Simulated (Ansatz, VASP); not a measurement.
Sc2AsSe in VASP and in Ansatz

INCAR

```
SYSTEM = Sc2AsSe
PREC = Accurate ; ENCUT = 520
EDIFF = 1E-7 ; ISMEAR = 0
SIGMA = 0.1 ; LREAL = .False.
LASPH = .True. ; NELM = 60
ALGO = Normal ; ISIF = 2
LWAVE = .False. ; LCHARG = .False.
GGA = PE ; NBANDS = 24
```

File KPOINTS:

```
regular mesh
0
Gamma
  4 4 4
  0 0 0
```

POSCAR

```
Sc2AsSe
1.0
    0.0000000000      3.8035009900      5.0179096300
    2.5915788800      0.0000000000      5.0179096300
    2.5915788800      3.8035009900      0.0000000000
Sc As Se
2 1 1
Direct
    0.2488318900      0.2488318900      0.7511681100
    0.7511681100      0.7511681100      0.2488318900
    0.0000000000      0.0000000000      0.0000000000
    0.5000000000      0.5000000000      0.5000000000
```

Input for Ansatz:

```yaml
crystal:
  lattice:
    - [0.0, 3.80350099, 5.01790963]
    - [2.59157888, 0.0, 5.01790963]
    - [2.59157888, 3.80350099, 0.0]
  atoms:
    - { symbol: Sc, position: [0.24883189, 0.24883189, 0.75116811] }
    - { symbol: Sc, position: [0.75116811, 0.75116811, 0.24883189] }
    - { symbol: As, position: [0.0, 0.0, 0.0] }
    - { symbol: Se, position: [0.5, 0.5, 0.5] }
basis:
  ecutwfc: 420
kpoints:
  mp_grid: { grid: [4, 4, 4] }
hamiltonian:
  xc: pbe
scf:
  occupations: { method: gaussian, width: 0.1 }
  lower_state_search: "off"
output:
  forces: true
  stress: true
  eigenvalues: true
```

Alike in both runs: task single point; functional PBE; k mesh 4 × 4 × 4; occupations gaussian, width 0.1 eV; no spin polarisation.

|  | VASP | Ansatz |
| --- | --- | --- |
| version | VASP 6.6.1 | Ansatz 0.2.0 |
| potentials or method | VASP PAW PBE potentials, release 64 (Sc_sv, As, Se), cutoff 520 eV | scalar-relativistic, plane waves, PAW |
| valence electrons in the cell | 33 | 53 |

Ansatz gave:

```
gap on the k mesh at the Fermi level (eV)                     : none
pressure (GPa)                                                : 10.8
traceless stress, the component that is largest in VASP (GPa) : 13.44
rms of the force components (eV/Å)                            : 0.457
```

**Question.** Estimate VASP's values.

**Answer.** gap on the k mesh at the Fermi level (eV): none; pressure (GPa): 11.0; traceless stress, the component that is largest in VASP (GPa): 13.41; rms of the force components (eV/Å): 0.458.

Atom by atom the forces differ by 0.001 eV/Å (rms over components). A gap of «none» marks a metal or a gap that the smearing closes. With one functional, cell and mesh, what is left measures potentials, basis and numerics. VASP's potentials hold 33 valence electrons a cell and Ansatz's 53, so a difference there can come from the potentials and not from the codes.

The k mesh is coarse, so the values compare programs but aren't converged.
